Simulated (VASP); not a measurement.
Input of a VASP 6.6.1 run:

Contents of INCAR:

```
PREC     = Accurate       # precision mode
ENCUT    = 600            # plane-wave cutoff, eV
EDIFF    = 1E-6           # SCF threshold, eV
ISMEAR   = -1             # smearing method
SIGMA    = 0.1            # smearing width, eV
LREAL    = False          # projectors in reciprocal space
LASPH    = True           # aspherical terms in the spheres
NELM     = 120            # most SCF steps
ALGO     = Normal         # electronic algorithm
ISIF     = 2              # what is computed and relaxed
LWAVE    = False          # write WAVECAR
LCHARG   = True           # write CHGCAR
GGA      = CA             # functional
LELF     = True           # ELF
LVHAR    = True         
NBANDS   = 14             # bands
GGA_COMPAT= False
```

KPOINTS

```
Automatic mesh
0
Gamma
  18 18 18
```

POSCAR

```
Co
1.0
    0.0000000000      1.6648013056      1.6648013056
    1.6648013056      0.0000000000      1.6648013056
    1.6648013056      1.6648013056      0.0000000000
Co
1
Direct
    0.0000000000      0.0000000000      0.0000000000
```

Potentials or basis: VASP PAW LDA potentials, release 64 (Co_sv).

Command:

```bash
$ cat potpaw_LDA.64/Co_sv/POTCAR > POTCAR
$ mpirun -np 1 vasp_std > vasp.out
```

Problem. What does it give for the pressure?

Solution. 10.6 GPa.

Caveat: the run has no spin polarisation, though such a crystal can be magnetic. Spin polarisation is off, so any magnetic state and its effect on volume and gap are missing.
